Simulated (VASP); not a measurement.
# SiC (P2_1) in VASP: further runs

The runs below take SiC through single point, with PBE.

Program: VASP 6.6.1. These are calculated values, not measurements. Logs are shortened: lines on timing, memory, paths and dates and some standing lists are left out, and cuts for length are marked.

## 1. The cell of the first run

Symmetry: P2_1, No. 4, monoclinic system. Conventional cell: a = 3.023 Å, b = 5.048 Å, c = 3.077 Å, α = 90.00°, β = 118.27°, γ = 90.00°. Within 2.4 Å of Si (site symmetry 1) lie 4 C at 1.84 to 1.94 Å. C (site symmetry 1) has 4 Si at 1.84 to 1.94 Å within 2.4 Å.

## 2. Single point, PBE (strain -0.0400 x Voigt [0, 0, 0, 0, 0, 1])

INCAR

```
SYSTEM = SiC
  PREC = Accurate
  ENCUT = 520
  EDIFF = 1E-6
  ISMEAR = 0
  SIGMA = 0.05
  LREAL = .FALSE.
  LASPH = .TRUE.
  NELM = 80
  ALGO = Normal
  ISIF = 2
  LWAVE = .FALSE.
  LCHARG = .FALSE.
  GGA = PE
  NBANDS = 16
```

KPOINTS

```
regular mesh
0
G
  12 12 6
  0 0 0
```

POSCAR

```
SiC
1.0
    3.0759982064     -0.0615199641      0.0000000000
   -1.5912769550      2.6946525708      0.0000000000
    0.0000000000      0.0000000000      5.0480000000
Si C
2 2
Direct
    0.3333333333      0.6666666667      0.0000000000
    0.6666666667      0.3333333333      0.5000000000
    0.3333333333      0.6666666667      0.3850000000
    0.6666666667      0.3333333333      0.8850000000
```

Potentials or basis: VASP PAW PBE potentials, release 64 (Si, C).

Command:

```sh
$ cat potpaw_PBE.64/Si/POTCAR potpaw_PBE.64/C/POTCAR > POTCAR
$ mpirun -np 1 vasp_std > vasp.out
```

OUTCAR:

```text
SYSTEM = SiC
   PREC = Accurate
   ENCUT = 520
   EDIFF = 1E-6
   ISMEAR = 0
   LREAL = .FALSE.
   LASPH = .TRUE.
   NELM = 80
   ISIF = 2
   GGA = PE

 ion  position               nearest neighbor table
   1  0.333  0.667  0.000-   4 1.84   4 1.87   4 1.90   3 1.94   2 3.07   2 3.07   2 3.09   2 3.09
                             2 3.10   2 3.10
   2  0.667  0.333  0.500-   3 1.84   3 1.87   3 1.90   4 1.94   1 3.07   1 3.07   1 3.09   1 3.09
                             1 3.10   1 3.10
   3  0.333  0.667  0.385-   2 1.84   2 1.87   2 1.90   1 1.94
   4  0.667  0.333  0.885-   1 1.84   1 1.87   1 1.90   2 1.94

  LATTYP: Found a simple monoclinic cell.
 ALAT       =     3.0228768613
 B/A-ratio  =     1.6699323960
 C/A-ratio  =     1.0177766034
 COS(beta)  =    -0.4736455830

  Lattice vectors:

 A1 = (   1.4847212514,   2.6331326067,   0.0000000000)
 A2 = (   0.0000000000,   0.0000000000,  -5.0480000000)
 A3 = (  -3.0759982064,   0.0615199641,   0.0000000000)

Analysis of symmetry for initial positions (statically):
=====================================================================
 Subroutine PRICEL returns:
 Original cell was already a primitive cell.

 Routine SETGRP: Setting up the symmetry group for a
 simple monoclinic supercell.

 Subroutine GETGRP returns: Found  2 space group operations
 (whereof  1 operations were pure point group operations)
 out of a pool of  4 trial point group operations.

The static configuration has the point symmetry C_1 .
 The point group associated with its full space group is C_2 .

Analysis of symmetry for dynamics (positions and initial velocities):
=====================================================================
 Subroutine PRICEL returns:
 Original cell was already a primitive cell.

 Routine SETGRP: Setting up the symmetry group for a
 simple monoclinic supercell.

 Subroutine GETGRP returns: Found  2 space group operations
 (whereof  1 operations were pure point group operations)
 out of a pool of  4 trial point group operations.

The dynamic configuration has the point symmetry C_1 .
 The point group associated with its full space group is C_2 .

 Subroutine INISYM returns: Found  2 space group operations
 (whereof  1 operations are pure point group operations),
 and found     1 'primitive' translations

----------------------------------------------------------------------------------------

                                     Primitive cell

  volume of cell :      41.3474

  direct lattice vectors                    reciprocal lattice vectors
     3.075998206 -0.061519964  0.000000000     0.328983217  0.194274920  0.000000000
    -1.591276955  2.694652571  0.000000000     0.007510815  0.375540727  0.000000000
     0.000000000  0.000000000  5.048000000     0.000000000  0.000000000  0.198098257

  length of vectors
     3.076613345  3.129427236  5.048000000     0.382063740  0.375615828  0.198098257

  position of ions in fractional coordinates (direct lattice)
     0.333333333  0.666666667  0.000000000
     0.666666667  0.333333333  0.500000000
     0.333333333  0.666666667  0.385000000
     0.666666667  0.333333333  0.885000000

  ion indices of the primitive-cell ions
   primitive index   ion index
                 1           1
                 2           2
                 3           3
                 4           4

----------------------------------------------------------------------------------------

 KPOINTS: regular mesh

Automatic generation of k-mesh.
 Grid dimensions read from file:
 generate k-points for:   12   12    6

 Generating k-lattice:

  Cartesian coordinates                     Fractional coordinates (reciprocal lattice)
     0.027415268  0.016189577  0.000000000     0.083333333  0.000000000  0.000000000
     0.000625901  0.031295061  0.000000000     0.000000000  0.083333333  0.000000000
     0.000000000  0.000000000  0.033016376     0.000000000  0.000000000  0.166666667

  Length of vectors
     0.031838645  0.031301319  0.033016376

  Shift w.r.t. Gamma in fractional coordinates (k-lattice)
     0.000000000  0.000000000  0.000000000

 Subroutine IBZKPT returns following result:
 ===========================================

 Found    296 irreducible k-points:

 Following reciprocal coordinates:
            Coordinates               Weight
  0.000000  0.000000  0.000000      1.000000
  0.083333  0.000000  0.000000      2.000000
  0.166667  0.000000  0.000000      2.000000
  0.250000 -0.000000  0.000000      2.000000
  0.333333 -0.000000  0.000000      2.000000
  0.416667 -0.000000  0.000000      2.000000
[... 16 lines left out ...]
  0.250000  0.166667  0.000000      2.000000
  0.333333  0.166667  0.000000      2.000000
 [... further k-points ...]
   k-points           NKPTS =    296   k-points in BZ     NKDIM =    296   number of bands    NBANDS=     16
   number of dos      NEDOS =    301   number of ions     NIONS =      4
   total plane-waves  NPLWV =  23040
[... 66 lines left out ...]
 cond. band min:      10.5791987769   @ k =   0.5000  -0.0000   0.0000
 fundamental gap:      2.1658348635
 Fermi energy:         8.6800971123

 k-point     1 :       0.0000    0.0000    0.0000
  band No.  band energies     occupation
      1      -7.3158      2.00000
      2      -3.8143      2.00000
      3      -0.2832      2.00000
      4       6.7219      2.00000
      5       6.9955      2.00000
      6       8.0155      2.00000
[... 8 lines left out ...]
     15      17.5485      0.00000
     16      19.4003      0.00000

 k-point     2 :       0.0833    0.0000    0.0000
  band No.  band energies     occupation
      1      -7.1903      2.00000
      2      -3.7063      2.00000
      3      -0.1659      2.00000
      4       6.3072      2.00000
      5       6.5304      2.00000
      6       7.7746      2.00000
[... 8 lines left out ...]
     15      17.3066      0.00000
     16      18.9395      0.00000

 k-point     3 :       0.1667    0.0000    0.0000
  band No.  band energies     occupation
      1      -6.8169      2.00000
      2      -3.3909      2.00000
      3       0.1777      2.00000
      4       4.8786      2.00000
      5       5.9877      2.00000
      6       6.6832      2.00000
[... 8 lines left out ...]
     15      17.8835      0.00000
     16      17.9452      0.00000

 k-point     4 :       0.2500   -0.0000    0.0000
  band No.  band energies     occupation
      1      -6.2063      2.00000
      2      -2.9039      2.00000
      3       0.7042      2.00000
      4       3.2521      2.00000
      5       5.2873      2.00000
      6       5.4437      2.00000
[... 8 lines left out ...]
     15      18.1833      0.00000
     16      18.8907      0.00000

 k-point     5 :       0.3333   -0.0000    0.0000
  band No.  band energies     occupation
      1      -5.3845      2.00000
      2      -2.3644      2.00000
      3       1.0491      2.00000
      4       2.1411      2.00000
      5       3.8770      2.00000
      6       4.9736      2.00000
[... 8 lines left out ...]
     15      19.1253      0.00000
     16      20.3017      0.00000

 k-point     6 :       0.4167   -0.0000    0.0000
  band No.  band energies     occupation
      1      -4.4283      2.00000
      2      -2.1841      2.00000
      3       0.5723      2.00000
      4       2.4407      2.00000
      5       2.7560      2.00000
      6       4.6783      2.00000
[... 8 lines left out ...]
     15      19.2601      0.00000
     16      20.3783      0.00000
[... 267 lines left out ...]
 k-point    21 :       0.0833    0.1667    0.0000
  band No.  band energies     occupation
      1      -6.4581      2.00000
      2      -3.1001      2.00000
      3       0.4917      2.00000
      4       3.7854      2.00000
      5       5.3667      2.00000
      6       6.0374      2.00000
[... 8 lines left out ...]
     15      17.8985      0.00000
     16      18.9403      0.00000

 k-point    22 :       0.1667    0.1667    0.0000
  band No.  band energies     occupation
      1      -5.8488      2.00000
      2      -2.6438      2.00000
      3       0.9675      2.00000
      4       2.8740      2.00000
      5       4.1263      2.00000
      6       5.2687      2.00000
[... 8 lines left out ...]
     15      18.4317      0.00000
     16      19.1361      0.00000

 k-point    23 :       0.2500    0.1667    0.0000
  band No.  band energies     occupation
      1      -5.0355      2.00000
      2      -2.1844      2.00000
      3       1.1599      2.00000
      4       2.4110      2.00000
      5       3.1523      2.00000
      6       4.2482      2.00000
[... 8 lines left out ...]
     15      18.6472      0.00000
     16      19.6108      0.00000

 k-point    24 :       0.3333    0.1667    0.0000
  band No.  band energies     occupation
      1      -4.0964      2.00000
      2      -2.1284      2.00000
      3       0.8858      2.00000
      4       2.3397      2.00000
      5       2.9988      2.00000
      6       3.4196      2.00000
[... 8 lines left out ...]
     15      18.9198      0.00000
     16      19.8805      0.00000

 [... further k-points ...]
[... 5 lines left out ...]
  --------------------------------------------------------------------------------------
  -------------------------------------------------------------------------------------
  Total        1.4744548      1.4909058      0.1088321      2.5335540      0.0000000      0.0000000
  in kB       57.1338725     57.7713347      4.2171498     98.1730683      0.0000000      0.0000000
  external PRESSURE =      39.7074523 kB  Pullay stress =       0.0000000 kB

 VOLUME and BASIS-vectors are now :
 -----------------------------------------------------------------------------
  energy-cutoff  :      520.00
  volume of cell :       41.35
      direct lattice vectors                 reciprocal lattice vectors
     3.075998206 -0.061519964  0.000000000     0.328983217  0.194274920  0.000000000
    -1.591276955  2.694652571  0.000000000     0.007510815  0.375540727  0.000000000
     0.000000000  0.000000000  5.048000000     0.000000000  0.000000000  0.198098257

 POSITION                                       TOTAL-FORCE (eV/Angst)
 -----------------------------------------------------------------------------------
     -0.03552      1.77593      0.00000         0.373117      0.033545      0.775086
      1.52024      0.85720      2.52400        -0.373117     -0.033545      0.775086
     -0.03552      1.77593      1.94348         0.446327      0.033534     -0.775086
      1.52024      0.85720      4.46748        -0.446327     -0.033534     -0.775086
 -----------------------------------------------------------------------------------
    total drift:                                0.000000      0.000000      0.000149

  FREE ENERGIE OF THE ION-ELECTRON SYSTEM (eV)
  ---------------------------------------------------
  free  energy   TOTEN  =       -30.0160139242 eV

  energy  without entropy=      -30.0160139242  energy(sigma->0) =      -30.01601392
```

Wall time 90 s (1 thread of Intel Xeon 6975P-C, shared host); peak memory 0.28 GiB.

Results:

- Free energy: -30.0160 eV
- Pressure: 4.0 GPa
- Largest force: 0.895 eV/Å
- Band gap on the k mesh: 2.17 eV, indirect (least direct gap 3.89 eV)

Forces in eV/Å, atoms in the order of the input:
```
Si   0.373  0.034  0.775
Si  -0.373 -0.034  0.775
C    0.446  0.034 -0.775
C   -0.446 -0.034 -0.775
```

Stress tensor (GPa, compression positive):
```
5.71 9.82 0.00
9.82 5.78 0.00
0.00 0.00 0.42
```

Levels at points of the mesh, in eV from the valence-band top:
```tsv
k point	band 5	band 6	band 7	band 8	band 9	band 10	band 11	band 12
(0.00, 0.00, 0.00)	-1.42	-0.40	-0.15	0.00	4.50	5.98	6.28	6.90
(0.50, 0.00, 0.00)	-5.29	-3.84	-3.25	-1.72	2.17	4.09	6.43	6.82
(0.00, 0.50, 0.00)	-5.43	-3.57	-3.22	-1.48	2.60	4.20	6.75	7.20
(0.50, 0.50, 0.00)	-5.57	-3.30	-3.19	-1.23	3.04	4.27	7.09	7.60
(0.00, 0.00, 0.50)	-1.09	-1.09	-0.83	-0.83	5.55	5.55	6.93	6.93
(0.50, 0.00, 0.50)	-2.96	-2.96	-2.27	-2.27	2.94	2.94	4.90	4.90
(0.00, 0.50, 0.50)	-2.69	-2.69	-2.32	-2.32	3.17	3.17	5.00	5.00
(0.50, 0.50, 0.50)	-2.44	-2.44	-2.36	-2.36	3.33	3.33	5.18	5.18
```

Caveat: the cell differs from its parent crystal (strain -0.0400 x Voigt [0, 0, 0, 0, 0, 1]).

## 3. Single point, PBE (strain +0.0350 x Voigt [0, 0, 0, 0, 0, 1])

INCAR

```
PREC = Accurate
ENCUT = 520
EDIFF = 1E-6
ISMEAR = 0
SIGMA = 0.05
LREAL = F
LASPH = T
NELM = 80
ALGO = Normal
ISIF = 2
LWAVE = F
LCHARG = T
GGA = PE
LELF = T
LVHAR = T
NBANDS = 16
```

KPOINTS

```
regular mesh
0
Gamma
  12 12 6
```

Edit POSCAR of step 2 so:

```diff
@@ -2,4 +2,4 @@
 1.0
-    3.0759982064     -0.0615199641      0.0000000000
-   -1.5912769550      2.6946525708      0.0000000000
+    3.0759982064      0.0538299686      0.0000000000
+   -1.4913809829      2.6369776045      0.0000000000
     0.0000000000      0.0000000000      5.0480000000
```

Potentials or basis: VASP PAW PBE potentials, release 64 (Si, C).

Command:

```sh
$ cat potpaw_PBE.64/Si/POTCAR potpaw_PBE.64/C/POTCAR > POTCAR
$ mpirun -np 1 vasp_std > vasp.out
```

It took 92 s on 1 thread of Intel Xeon 6975P-C, shared host; peak memory 0.28 GiB.

Results (log left out):

- Free energy: -30.0280 eV
- Pressure: 3.9 GPa
- Largest force: 0.863 eV/Å
- Band gap on the k mesh: 2.22 eV, indirect (least direct gap 3.91 eV)

Forces in eV/Å, atoms in the order of the input:
```
Si  -0.326  0.026  0.770
Si   0.326 -0.026  0.770
C   -0.390  0.026 -0.770
C    0.390 -0.026 -0.770
```

Stress tensor (GPa, compression positive):
```
 5.61 -8.59  0.00
-8.59  5.65  0.00
 0.00  0.00  0.42
```

Levels at points of the mesh, in eV from the valence-band top:
```
           k point  band 4  band 5  band 6  band 7  band 8  band 9  band 10  band 11  band 12  band 13
(0.00, 0.00, 0.00)   -1.67   -1.44   -0.38   -0.16    0.00    4.53     5.99     6.30     6.84     7.46
(0.50, 0.00, 0.00)   -6.53   -5.55   -3.31   -3.22   -1.26    2.98     4.26     7.05     7.55     9.65
(0.00, 0.50, 0.00)   -6.55   -5.43   -3.56   -3.23   -1.48    2.60     4.20     6.75     7.20     9.71
(0.50, 0.50, 0.00)   -6.57   -5.30   -3.80   -3.25   -1.69    2.22     4.10     6.47     6.87     9.77
(0.00, 0.00, 0.50)   -4.46   -1.08   -1.08   -0.85   -0.85    5.58     5.58     6.95     6.95     7.52
(0.50, 0.00, 0.50)   -8.49   -2.45   -2.45   -2.38   -2.38    3.32     3.32     5.15     5.15    10.62
(0.00, 0.50, 0.50)   -8.45   -2.69   -2.69   -2.32   -2.32    3.17     3.17     5.00     5.00    10.36
(0.50, 0.50, 0.50)   -8.41   -2.93   -2.93   -2.28   -2.28    2.97     2.97     4.91     4.91    10.14
```

Caveat: the cell differs from its parent crystal (strain +0.0350 x Voigt [0, 0, 0, 0, 0, 1]). A k mesh can miss the band edges.

## 4. Single point, PBE (strain +0.0300 x Voigt [0, 0, 0, 0, 0, 1])

INCAR

```
SYSTEM = SiC
PREC = Accurate ; ENCUT = 520
EDIFF = 1E-6 ; ISMEAR = 0
SIGMA = 0.05 ; LREAL = .FALSE.
LASPH = .TRUE. ; NELM = 60
ALGO = Normal ; ISIF = 2
LWAVE = .FALSE. ; LCHARG = .FALSE.
GGA = PE ; NBANDS = 16
```

KPOINTS

```
Automatic mesh
0
G
  12 12 6
  0 0 0
```

Edit POSCAR of step 3 so:

```diff
@@ -2,4 +2,4 @@
 1.0
-    3.0759982064      0.0538299686      0.0000000000
-   -1.4913809829      2.6369776045      0.0000000000
+    3.0759982064      0.0461399731      0.0000000000
+   -1.4980407144      2.6408226022      0.0000000000
     0.0000000000      0.0000000000      5.0480000000
```

Command:

```sh
$ cat potpaw_PBE.64/Si/POTCAR potpaw_PBE.64/C/POTCAR > POTCAR
$ mpirun -np 1 vasp_std > vasp.out
```

It took 81 s on 1 thread of Intel Xeon 6975P-C, shared host; peak memory 0.28 GiB.

Results (log left out):

```yaml
Free_energy: -30.0385 eV
Pressure: 3.8 GPa
Largest_force: 0.835 eV/Å
Band_gap_on_the_k_mesh: 2.27 eV, indirect (least direct gap 3.93 eV)
```

Forces in eV/Å, atoms in the order of the input:
```
Si  -0.279  0.019  0.765
Si   0.279 -0.019  0.765
C   -0.334  0.019 -0.765
C    0.334 -0.019 -0.765
```

Stress tensor (GPa, compression positive):
```
 5.51 -7.36  0.00
-7.36  5.55  0.00
 0.00  0.00  0.42
```

Levels at points of the mesh, in eV from the valence-band top:
| k point | band 5 | band 6 | band 7 | band 8 | band 9 | band 10 | band 11 | band 12 |
| --- | --- | --- | --- | --- | --- | --- | --- | --- |
| (0.00, 0.00, 0.00) | -1.45 | -0.37 | -0.18 | 0.00 | 4.55 | 6.00 | 6.32 | 6.79 |
| (0.50, 0.00, 0.00) | -5.54 | -3.33 | -3.24 | -1.30 | 2.92 | 4.25 | 7.00 | 7.50 |
| (0.00, 0.50, 0.00) | -5.43 | -3.56 | -3.24 | -1.48 | 2.60 | 4.20 | 6.75 | 7.20 |
| (0.50, 0.50, 0.00) | -5.32 | -3.77 | -3.25 | -1.66 | 2.27 | 4.12 | 6.50 | 6.92 |
| (0.00, 0.00, 0.50) | -1.06 | -1.06 | -0.87 | -0.87 | 5.62 | 5.62 | 6.97 | 6.97 |
| (0.50, 0.00, 0.50) | -2.48 | -2.48 | -2.38 | -2.38 | 3.30 | 3.30 | 5.12 | 5.12 |
| (0.00, 0.50, 0.50) | -2.69 | -2.69 | -2.33 | -2.33 | 3.17 | 3.17 | 5.00 | 5.00 |
| (0.50, 0.50, 0.50) | -2.90 | -2.90 | -2.29 | -2.29 | 3.00 | 3.00 | 4.92 | 4.92 |

Caveat: the cell differs from its parent crystal (strain +0.0300 x Voigt [0, 0, 0, 0, 0, 1]). A k mesh can miss the band edges.

## 5. Overview

```csv
cell,gap on the mesh (eV),pressure (GPa),largest force (eV/Å)
"a = 3.077, b = 3.129, c = 5.048 Å, angles 90.0, 90.0, 121.7°, 4 atoms",2.17,4.0,0.90
"a = 3.076, b = 3.029, c = 5.048 Å, angles 90.0, 90.0, 118.5°, 4 atoms",2.22,3.9,0.86
"a = 3.076, b = 3.036, c = 5.048 Å, angles 90.0, 90.0, 118.7°, 4 atoms",2.27,3.8,0.84
```

Alike in all rows: task single point; level PBE; potentials or basis VASP PAW PBE potentials, release 64 (Si, C); no spin polarisation; k mesh 12 × 12 × 6; cutoff (eV) 520; smearing gaussian 0.05 eV.

Absolute energies hang on the potentials; compare differences alone.
